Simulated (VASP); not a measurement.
**CsSb6I: single point with r2SCAN**

Crystal: CsSb6I.

```
CELL_PARAMETERS angstrom
6.37046 -0.11234 -0.07231
-0.83288 6.56475 0.06225
-0.77827 -0.77020 6.37857
ATOMIC_POSITIONS crystal
Sb 0.07296 0.80160 0.69722
Sb 0.71016 0.07403 0.81024
Sb 0.81641 0.71689 0.06971
Sb 0.91199 0.18766 0.30546
Sb 0.30816 0.91843 0.19621
Sb 0.18463 0.30818 0.92845
Cs 0.48918 0.48665 0.50288
I 0.00715 0.01077 0.99545
```

```json
{
  "Program": "VASP 6.6.1",
  "Task": "single point",
  "Functional": "r2SCAN",
  "Potentials or basis": "VASP PAW PBE potentials, release 64 (Sb, Cs_sv, I)",
  "Cutoff": "520 eV",
  "k mesh": "3 × 3 × 3, shifted",
  "Occupations": "fermi-dirac, width 0.1 eV",
  "Spin": "no spin polarisation",
  "Dipole correction": "no",
  "Further INCAR settings": "ALGO = Normal; EDIFF = 1e-06; NBANDS = 33"
}
```

The pressure is 31.2 GPa, the largest force is 15.420 eV/Å and the band gap on the k mesh is 0.04 eV (least direct gap 0.19 eV).

Forces on the atoms (eV/Å):
```
Sb    2.833  -4.406  -7.064
Sb  -12.489   4.179  -8.021
Sb   -5.583 -11.835   2.674
Sb   -3.068   3.253   6.415
Sb    7.379  -3.354   5.174
Sb    5.799  13.068  -2.416
Cs    0.096   0.122  -0.034
I     5.033  -1.028   3.273
```

Stress tensor (GPa, compression positive):
```
30.93  2.29  4.43
 2.29 36.98 -2.54
 4.43 -2.54 25.67
```

Levels at points of the mesh, in eV from the valence-band top:
```csv
k point,band 19,band 20,band 21,band 22,band 23,band 24,band 25,band 26,band 27,band 28
"(0.50, 0.00, 0.50)",-1.29,-1.06,-0.79,-0.34,-0.10,0.29,0.55,0.86,1.62,2.11
```

Run time: 4.6 min on 1 thread of Intel(R) Xeon(R) Platinum 8559C (Emerald Rapids), with other jobs on the host, peak memory 0.42 GiB.

Caveat: the cell stands under pressure; the PAW data sets were made with another functional, which shifts forces and pressure a little; spin-orbit coupling is left out, which moves the levels of the heavy elements; a shifted mesh leaves out Γ, where band edges can lie. A k mesh can miss the band edges.
